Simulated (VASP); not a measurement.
# BN (P6_3mc) in VASP: notebook

The runs below take BN through elastic constants, with PBE.

Everything below comes from runs of VASP 6.6.1. Logs are shortened: lines on timing, memory, paths and dates and some standing lists are left out, and cuts for length are marked.

## 1. The cell of the first run

It takes space group P6_3mc (No. 186, hexagonal). Conventional cell: a = 2.509 Å, b = 2.509 Å, c = 4.151 Å, α = 90.00°, β = 90.00°, γ = 120.00°. B (site symmetry 3m) has 4 N at 1.54 to 1.55 Å within 2.1 Å. Within 2.1 Å of N (site symmetry 3m) lie 4 B at 1.54 to 1.55 Å.

## 2. Elastic constants, PBE

Input file INCAR:

```
SYSTEM = BN
ALGO     = Normal         ! electronic algorithm
EDIFF    = 1E-8           ! SCF threshold, eV
ENCUT    = 600            ! plane-wave cutoff, eV
GGA      = PE             ! functional
IBRION   = 6              ! ionic algorithm
ISIF     = 3              ! what is computed and relaxed
ISMEAR   = 0              ! smearing method
LASPH    = .TRUE.         ! aspherical terms in the spheres
LCHARG   = .FALSE.        ! write CHGCAR
LREAL    = .FALSE.        ! projectors in reciprocal space
LWAVE    = .FALSE.        ! write WAVECAR
NBANDS   = 16             ! bands
NELM     = 60             ! most SCF steps
NFREE    = 2            
NSW      = 1              ! ionic steps
POTIM    = 0.015          ! step
PREC     = Accurate       ! precision mode
SIGMA    = 0.01           ! smearing width, eV
```

Input file KPOINTS:

```
k-points
0
G
  12 12 6
  0 0 0
```

Input file POSCAR:

```
BN
1.0
    2.5089342162      0.0000000000      0.0000000000
   -1.2544671081      2.1728007676      0.0000000000
    0.0000000000      0.0000000000      4.1507108050
B N
2 2
Direct
    0.6666666667      0.3333333333      0.9996059881
    0.3333333333      0.6666666667      0.4996059881
    0.6666666667      0.3333333333      0.6253940119
    0.3333333333      0.6666666667      0.1253940119
```

Potentials or basis: VASP PAW PBE potentials, release 64 (B, N).

Started as:

```bash
> cat potpaw_PBE.64/B/POTCAR potpaw_PBE.64/N/POTCAR > POTCAR
> mpirun -np 1 vasp_std > vasp.out
```

OUTCAR:

```text
SYSTEM = BN
   EDIFF = 1E-8
   ENCUT = 600
   GGA = PE
   IBRION = 6
   ISIF = 3
   ISMEAR = 0
   LASPH = .TRUE.
   LREAL = .FALSE.
   NELM = 60
   NFREE = 2
   NSW = 1
   POTIM = 0.015
   PREC = Accurate

 ion  position               nearest neighbor table
   1  0.667  0.333  1.000-   4 1.54   4 1.54   4 1.54   3 1.55
   2  0.333  0.667  0.500-   3 1.54   3 1.54   3 1.54   4 1.55
   3  0.667  0.333  0.625-   2 1.54   2 1.54   2 1.54   1 1.55
   4  0.333  0.667  0.125-   1 1.54   1 1.54   1 1.54   2 1.55

  LATTYP: Found a hexagonal cell.
 ALAT       =     2.5089342162
 C/A-ratio  =     1.6543721147

  Lattice vectors:

 A1 = (   2.5089342162,   0.0000000000,   0.0000000000)
 A2 = (  -1.2544671081,   2.1728007676,   0.0000000000)
 A3 = (   0.0000000000,   0.0000000000,   4.1507108050)

Analysis of symmetry for initial positions (statically):
=====================================================================
 Subroutine PRICEL returns:
 Original cell was already a primitive cell.

 Routine SETGRP: Setting up the symmetry group for a
 hexagonal supercell.

 Subroutine GETGRP returns: Found 12 space group operations
 (whereof  6 operations were pure point group operations)
 out of a pool of 24 trial point group operations.

The static configuration has the point symmetry C_3v.
 The point group associated with its full space group is C_6v.

Analysis of symmetry for dynamics (positions and initial velocities):
=====================================================================
 Subroutine PRICEL returns:
 Original cell was already a primitive cell.

 Routine SETGRP: Setting up the symmetry group for a
 hexagonal supercell.

 Subroutine GETGRP returns: Found 12 space group operations
 (whereof  6 operations were pure point group operations)
 out of a pool of 24 trial point group operations.

The dynamic configuration has the point symmetry C_3v.
 The point group associated with its full space group is C_6v.

 Subroutine INISYM returns: Found 12 space group operations
 (whereof  6 operations are pure point group operations),
 and found     1 'primitive' translations

----------------------------------------------------------------------------------------

                                     Primitive cell

  volume of cell :      22.6272

  direct lattice vectors                    reciprocal lattice vectors
     2.508934216  0.000000000  0.000000000     0.398575616  0.230117739  0.000000000
    -1.254467108  2.172800768  0.000000000     0.000000000  0.460235478  0.000000000
     0.000000000  0.000000000  4.150710805     0.000000000  0.000000000  0.240922591

  length of vectors
     2.508934216  2.508934216  4.150710805     0.460235478  0.460235478  0.240922591

  position of ions in fractional coordinates (direct lattice)
     0.666666667  0.333333333  0.999605988
     0.333333333  0.666666667  0.499605988
     0.666666667  0.333333333  0.625394012
     0.333333333  0.666666667  0.125394012

  ion indices of the primitive-cell ions
   primitive index   ion index
                 1           1
                 2           2
                 3           3
                 4           4

[... 114 lines left out ...]

 Free energy of the ion-electron system (eV)
  ---------------------------------------------------
  ext. energy  EPLUGINS =         0.00000000
  ---------------------------------------------------
  free energy    TOTEN  =       -34.75359092 eV

  energy without entropy =      -34.75359092  energy(sigma->0) =      -34.75359092

------------------------ aborting loop because EDIFF is reached ----------------------------------------

  FORCE on cell =-STRESS in cart. coord.  units (eV):
  Direction    XX          YY          ZZ          XY          YZ          ZX
  --------------------------------------------------------------------------------------
  -------------------------------------------------------------------------------------
  Total        3.1226099      3.1226099      3.1193421      0.0000000      0.0000000      0.0000000
  in kB      221.1040306    221.1040306    220.8726464      0.0000000      0.0000000      0.0000000
  external PRESSURE =     221.0269025 kB  Pullay stress =       0.0000000 kB
[... 95 lines left out ...]
  FREE ENERGIE OF THE ION-ELECTRON SYSTEM (eV)
  ---------------------------------------------------
  free  energy   TOTEN  =       -34.6888945409 eV

  energy  without entropy=      -34.6888945409  energy(sigma->0) =      -34.68889454

[... ionic steps 4 to 18 ...]

--------------------------------------- Ionic step       19  -------------------------------------------

 number of electron      16.0000001 magnetization

------------------------ aborting loop because EDIFF is reached ----------------------------------------
[... 71 lines left out ...]
--------------------------------------- Ionic step       21  -------------------------------------------

 number of electron      16.0000000 magnetization

 Free energy of the ion-electron system (eV)
  ---------------------------------------------------
  ext. energy  EPLUGINS =         0.00000000
  ---------------------------------------------------
  free energy    TOTEN  =       -34.74895354 eV

  energy without entropy =      -34.74895354  energy(sigma->0) =      -34.74895354

 E-fermi :   8.2233     XC(G=0): -13.0271

 val. band max:        8.0813206024   @ k =   0.0000   0.0000   0.0000
 cond. band min:      13.2949109516   @ k =   0.3333   0.3333   0.0000
 fundamental gap:      5.2135903492
 Fermi energy:         8.2232765651

 k-point     1 :       0.0000    0.0000    0.0000
  band No.  band energies     occupation
      1     -12.8078      2.00000
      2      -8.4457      2.00000
      3      -3.2159      2.00000
      4       5.8778      2.00000
      5       5.8778      2.00000
      6       7.8907      2.00000
[... 433 lines left out ...]
      3      -1.0178      2.00000
      4       0.4734      2.00000
      5       1.9428      2.00000
      6       3.6029      2.00000
[... 8 lines left out ...]
     15      24.7241      0.00000
     16      25.0808      0.00000

 [... further k-points ...]
[... 5 lines left out ...]
  --------------------------------------------------------------------------------------
  -------------------------------------------------------------------------------------
  Total        3.1653623      3.1653623      3.0881494     -0.0000000      0.0000000      0.0000000
  in kB      224.1312199    224.1312199    218.6639680     -0.0000000      0.0000000      0.0000000
  external PRESSURE =     222.3088026 kB  Pullay stress =       0.0000000 kB
[... 19 lines left out ...]
  FREE ENERGIE OF THE ION-ELECTRON SYSTEM (eV)
  ---------------------------------------------------
  free  energy   TOTEN  =       -34.7489535400 eV

  energy  without entropy=      -34.7489535400  energy(sigma->0) =      -34.74895354

 INTERNAL STRAIN TENSORS FROM STRAINED CELLS
 ============================================

 INTERNAL STRAIN TENSOR FOR ION    1 for displacements in x,y,z  (eV/Angst):
          X           Y           Z          XY          YZ          ZX
  --------------------------------------------------------------------------------
  x     0.00000    -0.00000     0.00000     4.33098     0.00000     3.97858
  y     4.34849    -4.37228     0.00000     0.00003     3.97391    -0.00001
  z     2.65814     2.66505    -3.06818     0.00011     0.00450     0.00002

 INTERNAL STRAIN TENSORS FROM DISPLACED ATOMS
 ============================================

 INTERNAL STRAIN TENSOR FOR ION    1 for displacements in x,y,z  (eV/Angst):
          X           Y           Z          XY          YZ          ZX
  --------------------------------------------------------------------------------
  x     0.00000    -0.00000    -0.00000     4.33467     0.00000     3.97711
  y     4.33467    -4.33467     0.00000    -0.00000     3.97711     0.00000
  z     2.64195     2.64195    -3.02278    -0.00000     0.00000     0.00000

 INTERNAL STRAIN TENSOR FOR ION    4 for displacements in x,y,z  (eV/Angst):
          X           Y           Z          XY          YZ          ZX
  --------------------------------------------------------------------------------
  x     0.00000     0.00000     0.00000    -6.70502    -0.00000    -3.97860
  y    -6.70502     6.70502     0.00000    -0.00000    -3.97860     0.00000
  z    -2.64646    -2.64646     3.02464     0.00000     0.00000    -0.00000

 Eigenvectors and eigenvalues of the dynamical matrix
 ----------------------------------------------------

   1 f  =   34.497505 THz   216.754217 2PiTHz 1150.712908 cm-1   142.670153 meV
             X         Y         Z           dx          dy          dz
      1.254467  0.724267  4.149075     0.000000   -0.000000   -0.643473
     -0.000000  1.448534  2.073720     0.000000   -0.000000    0.643473
      1.254467  0.724267  2.595830    -0.000000    0.000000   -0.293159
     -0.000000  1.448534  0.520474    -0.000000    0.000000    0.293159
[... 71 lines left out ...]
  12 f/i=    0.001920 THz     0.012066 2PiTHz    0.064054 cm-1     0.007942 meV
             X         Y         Z           dx          dy          dz
      1.254467  0.724267  4.149075     0.000000   -0.000000    0.466784
     -0.000000  1.448534  2.073720     0.000000   -0.000000    0.466784
      1.254467  0.724267  2.595830     0.000000   -0.000000    0.531142
     -0.000000  1.448534  0.520474     0.000000   -0.000000    0.531142

--------------------------------------------------------------------------------------------------------

 ELASTIC MODULI CONTR FROM IONIC RELAXATION (kBar)
 Direction    XX          YY          ZZ          XY          YZ          ZX
 --------------------------------------------------------------------------------
 XX        -259.8965    184.3791     43.1780     -0.0000      0.0000     -0.0000
 YY         184.3791   -259.8965     43.1780      0.0000     -0.0000      0.0000
 ZZ          43.1780     43.1780    -49.3750     -0.0000      0.0000      0.0000
 XY          -0.0000      0.0000     -0.0000   -222.1378     -0.0000     -0.0000
 YZ           0.0000     -0.0000      0.0000     -0.0000    -80.9427     -0.0000
 ZX          -0.0000      0.0000      0.0000     -0.0000     -0.0000    -80.9427
 --------------------------------------------------------------------------------

 TOTAL ELASTIC MODULI (kBar)
 Direction    XX          YY          ZZ          XY          YZ          ZX
 --------------------------------------------------------------------------------
 XX       10403.8692   1682.8800    727.7478     -0.0000      0.0000     -0.0000
 YY        1682.8800  10403.8692    727.7478      0.0000     -0.0000      0.0000
 ZZ         727.7478    727.7478  11656.1985     -0.0000      0.0000      0.0000
 XY          -0.0000      0.0000     -0.0000   4360.4946     -0.0000     -0.0000
 YZ           0.0000     -0.0000      0.0000     -0.0000   3542.4519     -0.0000
 ZX          -0.0000      0.0000      0.0000     -0.0000     -0.0000   3542.4520
 --------------------------------------------------------------------------------
```

Wall time 9.1 min (1 thread of Intel Xeon 6975P-C (Granite Rapids), shared host); peak memory 0.39 GiB.

What came out:

- Voigt bulk modulus: 430 GPa
- Highest phonon frequency at Γ, LO-TO splitting left out: 1151 cm⁻¹

Phonon frequencies in cm⁻¹ (negative: imaginary):
```tsv
q point	frequencies
(0.000, 0.000, 0.000)	0 0 0 477 477 1018 1018 1028 1081 1111 1111 1151
```

Elastic tensor in Voigt notation (GPa, in the Cartesian axes of the cell as first typed):
```
1040  168   73    0    0    0
 168 1040   73    0    0    0
  73   73 1166    0    0    0
   0    0    0  354    0    0
   0    0    0    0  354    0
   0    0    0    0    0  436
```

Clamped-ion elastic tensor (GPa):
```
1066  150   68    0    0    0
 150 1066   68    0    0    0
  68   68 1171    0    0    0
   0    0    0  362    0    0
   0    0    0    0  362    0
   0    0    0    0    0  458
```

Caveat: the cell is under stress, which shifts elastic constants.

## 3. Elastic constants, PBE

This run uses another cell than the first one, of 5.80 Å³/atom, 1.026 times its volume.

Input file INCAR:

```
SYSTEM = BN
PREC = Accurate ; ENCUT = 600
EDIFF = 1E-8 ; ISMEAR = 0
SIGMA = 0.01 ; LREAL = .FALSE.
LASPH = .TRUE. ; NELM = 80
ALGO = Normal ; ISIF = 3
LWAVE = .FALSE. ; LCHARG = .FALSE.
GGA = PE ; NBANDS = 16
IBRION = 6 ; NFREE = 2
POTIM = 0.015 ; NSW = 1
```

Input file KPOINTS:

```
Automatic mesh
0
G
  12 12 6
  0 0 0
```

Input file POSCAR:

```
BN
1.0
    2.5305476497      0.0000000000      0.0000000000
   -1.2652738249      2.1915185502      0.0000000000
    0.0000000000      0.0000000000      4.1856537494
B N
2 2
Direct
    0.6666666667      0.3333333333      0.9997017212
    0.3333333333      0.6666666667      0.4997017212
    0.6666666667      0.3333333333      0.6252982788
    0.3333333333      0.6666666667      0.1252982788
```

Potentials or basis: VASP PAW PBE potentials, release 64 (B, N).

Started as:

```bash
> cat potpaw_PBE.64/B/POTCAR potpaw_PBE.64/N/POTCAR > POTCAR
> mpirun -np 1 vasp_std > vasp.out
```

Wall time 8.5 min (1 thread of Intel Xeon 6975P-C (Granite Rapids), shared host); peak memory 0.4 GiB.

The run converged. Its results:

```yaml
Voigt_bulk_modulus: 402 GPa
Highest_phonon_frequency_at_Γ_LO-TO_splitting_left_out: 1131 cm⁻¹
```

Phonon frequencies in cm⁻¹ (negative: imaginary):
```csv
q point,frequencies
"(0.000, 0.000, 0.000)",0 0 0 475 475 982 982 993 1047 1078 1078 1131
```

Elastic tensor in Voigt notation (GPa, in the Cartesian axes of the cell as first typed):
```
 985  149   65    0    0    0
 149  985   65    0    0    0
  65   65 1093    0    0    0
   0    0    0  343    0    0
   0    0    0    0  343    0
   0    0    0    0    0  418
```

Clamped-ion elastic tensor (GPa):
```
1003  135   63    0    0    0
 135 1003   63    0    0    0
  63   63 1094    0    0    0
   0    0    0  348    0    0
   0    0    0    0  348    0
   0    0    0    0    0  434
```

Caveat: the cell is under stress, which shifts elastic constants.
